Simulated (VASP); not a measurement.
# TePb (k07.b) (Fm-3m) in VASP: a series of runs, part 2 of 2

VASP 6.6.1. The steps go on from the part before.

## Step 3: Single point, PBE (volume scaled by 0.94)

File INCAR:

```
PREC     = Accurate       # precision mode
ENCUT    = 500            # plane-wave cutoff, eV
EDIFF    = 1E-6           # SCF threshold, eV
ISMEAR   = 0              # smearing method
SIGMA    = 0.02           # smearing width, eV
LREAL    = False          # projectors in reciprocal space
LASPH    = True           # aspherical terms in the spheres
NELM     = 120            # most SCF steps
ALGO     = Normal         # electronic algorithm
ISIF     = 2              # what is computed and relaxed
LWAVE    = False          # write WAVECAR
LCHARG   = True           # write CHGCAR
GGA      = PE             # functional
LELF     = True           # ELF
LVHAR    = True         
NBANDS   = 17             # bands
GGA_COMPAT= False
```

File KPOINTS:

```
Automatic mesh
0
Gamma
  10 10 10
```

File POSCAR:

```
TePb
1.0
    0.0000000000      3.2176082143      3.2176082143
    3.2176082143      0.0000000000      3.2176082143
    3.2176082143      3.2176082143      0.0000000000
Te Pb
1 1
Direct
    0.5000000000      0.5000000000      0.5000000000
    0.0000000000      0.0000000000      0.0000000000
```

Potentials or basis: VASP PAW PBE potentials, release 64 (Te, Pb_d).

Launch:

```
$ cat potpaw_PBE.64/Te/POTCAR potpaw_PBE.64/Pb_d/POTCAR > POTCAR
$ mpirun -np 1 vasp_std > vasp.out
```

OUTCAR:

```text
PREC = Accurate
   ENCUT = 500
   EDIFF = 1E-6
   ISMEAR = 0
   LREAL = False
   LASPH = True
   NELM = 120
   ISIF = 2
   GGA = PE

 ion  position               nearest neighbor table
   1  0.500  0.500  0.500-   2 3.22   2 3.22   2 3.22   2 3.22   2 3.22   2 3.22
   2  0.000  0.000  0.000-   1 3.22   1 3.22   1 3.22   1 3.22   1 3.22   1 3.22

  LATTYP: Found a face centered cubic cell.
 ALAT       =     6.4352164286

  Lattice vectors:

 A1 = (   0.0000000000,   3.2176082143,   3.2176082143)
 A2 = (   3.2176082143,   0.0000000000,   3.2176082143)
 A3 = (   3.2176082143,   3.2176082143,   0.0000000000)

Analysis of symmetry for initial positions (statically):
=====================================================================
 Subroutine PRICEL returns:
 Original cell was already a primitive cell.

 Routine SETGRP: Setting up the symmetry group for a
 face centered cubic supercell.

 Subroutine GETGRP returns: Found 48 space group operations
 (whereof 48 operations were pure point group operations)
 out of a pool of 48 trial point group operations.

The static configuration has the point symmetry O_h .

Analysis of symmetry for dynamics (positions and initial velocities):
=====================================================================
 Subroutine PRICEL returns:
 Original cell was already a primitive cell.

 Routine SETGRP: Setting up the symmetry group for a
 face centered cubic supercell.

 Subroutine GETGRP returns: Found 48 space group operations
 (whereof 48 operations were pure point group operations)
 out of a pool of 48 trial point group operations.

The dynamic configuration has the point symmetry O_h .

 Subroutine INISYM returns: Found 48 space group operations
 (whereof 48 operations are pure point group operations),
 and found     1 'primitive' translations

----------------------------------------------------------------------------------------

[... 106 lines left out ...]
   EFERMI =   0.00;   METHOD = LEGACY
   ISMEAR =     0;   SIGMA  =   0.02  broadening in eV -4-tet -1-fermi 0-gaus
   EFERMI_NEDOS =   21; number of points for ismear=-14 and -15
   IALGO  =     38    algorithm
   IMIX   =      4    mixing-type and parameters
     AMIX     =   0.40;   BMIX     =  1.00
     AMIX_MAG =   1.60;   BMIX_MAG =  1.00
  volume/ion in A,a.u.               =      33.31       224.80
  Fermi-wavevector in a.u.,A,eV,Ry     =   1.096163  2.071447 16.348387  1.201573
  Thomas-Fermi vector in A             =   2.232500
   LORBIT       =      0    0 simple, 1 ext, 2 COOP (PROOUT), +10 PAW based schemes
   GGA     = PE    functional components
   LHFCALC =     F    Hartree Fock is set to
   AEXX    =    0.0000 exact exchange contribution
   IVDW    =     0    specifies the selected vdW correction
   LEPSILON=     F    determine dielectric tensor
   LRPA    =     F    only Hartree local field effects (RPA)
 non-spin polarized calculation
 Gauss-broadening in eV      SIGMA  =   0.02
  energy-cutoff  :      500.00
  volume of cell :       66.62
 maximum number of plane-waves:      1711
 NGX is ok and might be reduce to    36
   NGX = 17   NGY = 17   NGZ = 17

 number of electron      20.0000001 magnetization

 Free energy of the ion-electron system (eV)
  ---------------------------------------------------
  ext. energy  EPLUGINS =         0.00000000
  ---------------------------------------------------
  free energy    TOTEN  =        -7.48879229 eV

  energy without entropy =       -7.48879229  energy(sigma->0) =       -7.48879229

 E-fermi :   5.8814     XC(G=0):  -9.3565

 val. band max:        5.7915437700   @ k =   0.5000   0.0000   0.0000
 cond. band min:       6.4999257933   @ k =   0.5000   0.0000   0.0000
 fundamental gap:      0.7083820233
 Fermi energy:         5.8813716263

 k-point     1 :       0.0000    0.0000    0.0000
  band No.  band energies     occupation
      1     -10.9542      2.00000
      2     -10.9542      2.00000
      3     -10.9440      2.00000
      4     -10.9440      2.00000
      5     -10.9440      2.00000
      6      -6.3364      2.00000
[... 457 lines left out ...]
      4     -10.9236      2.00000
      5     -10.9225      2.00000
      6      -5.0508      2.00000
[... 9 lines left out ...]
     16      15.4535      0.00000
     17      15.9568      0.00000

 [... further k-points ...]
[... 5 lines left out ...]
  --------------------------------------------------------------------------------------
  -------------------------------------------------------------------------------------
  Total        1.1166767      1.1166767      1.1166767      0.0000000      0.0000000     -0.0000000
  in kB       26.8539744     26.8539744     26.8539744      0.0000000      0.0000000     -0.0000000
  external PRESSURE =      26.8539744 kB  Pullay stress =       0.0000000 kB

 VOLUME and BASIS-vectors are now :
 -----------------------------------------------------------------------------
  energy-cutoff  :      500.00
  volume of cell :       66.62
      direct lattice vectors                 reciprocal lattice vectors
     0.000000000  3.217608214  3.217608214    -0.155394929  0.155394929  0.155394929
     3.217608214  0.000000000  3.217608214     0.155394929 -0.155394929  0.155394929
     3.217608214  3.217608214  0.000000000     0.155394929  0.155394929 -0.155394929

 POSITION                                       TOTAL-FORCE (eV/Angst)
 -----------------------------------------------------------------------------------
      3.21761      3.21761      3.21761         0.000000      0.000000     -0.000000
      0.00000      0.00000      0.00000         0.000000      0.000000      0.000000
 -----------------------------------------------------------------------------------
    total drift:                               -0.000000      0.000000      0.000000

  FREE ENERGIE OF THE ION-ELECTRON SYSTEM (eV)
  ---------------------------------------------------
  free  energy   TOTEN  =        -7.4887922915 eV

  energy  without entropy=       -7.4887922915  energy(sigma->0) =       -7.48879229
```

stdout:

```text
POSCAR found type information on POSCAR TePb
 POSCAR found :  2 types and       2 ions
 scaLAPACK will be used
 LDA part: xc-table for (Slater+PW92), standard interpolation
 POSCAR, INCAR and KPOINTS ok, starting setup
 FFT: planning ... GRIDC
 FFT: planning ... GRID_SOFT
 FFT: planning ... GRID
 WAVECAR not read
 entering main loop
```

Wall time 54 s (1 thread of AMD EPYC 7R43 (Zen 3), shared host); peak memory 0.19 GiB.

What came out:

| Property | Result |
| --- | --- |
| Free energy | -7.4888 eV |
| Pressure | 2.7 GPa |
| Band gap on the k mesh | 0.71 eV, direct |

Caveat: spin-orbit coupling is left out, which moves the levels of the heavy elements. A k mesh can miss the band edges.
